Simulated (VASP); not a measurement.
A run of VASP 6.6.1 is set up as follows.

File INCAR:

```
SYSTEM = Sb2Pt
PREC = Accurate
ENCUT = 520
EDIFF = 1E-6
ISMEAR = 0
SIGMA = 0.1
LREAL = .FALSE.
LASPH = .TRUE.
NELM = 80
ALGO = Normal
ISIF = 2
LWAVE = .FALSE.
LCHARG = .TRUE.
GGA = PE
LELF = .TRUE.
LVHAR = .TRUE.
NBANDS = 17
```

Contents of KPOINTS:

```
regular mesh
0
G
  10 10 10
  0 0 0
```

Contents of POSCAR:

```
Sb2Pt
1.0
    0.0000000000      3.3206627033      3.3206627033
    3.3206627033      0.0000000000      3.3206627033
    3.3206627033      3.3206627033      0.0000000000
Sb Pt
2 1
Direct
    0.2500000000      0.2500000000      0.2500000000
    0.7500000000      0.7500000000      0.7500000000
    0.0000000000      0.0000000000      0.0000000000
```

Potentials or basis: VASP PAW PBE potentials, release 64 (Sb, Pt).

The run is started by

```sh
$ cat potpaw_PBE.64/Sb/POTCAR potpaw_PBE.64/Pt/POTCAR > POTCAR
$ mpirun -np 1 vasp_std > vasp.out
```

(1) Predict the band gap on the k mesh.

(2) Estimate the pressure.

Answers

(1) zero (bands 10 and 11 overlap by 1.95 eV).

(2) -0.3 GPa.

Caveat: spin-orbit coupling is left out, which moves the levels of the heavy elements.
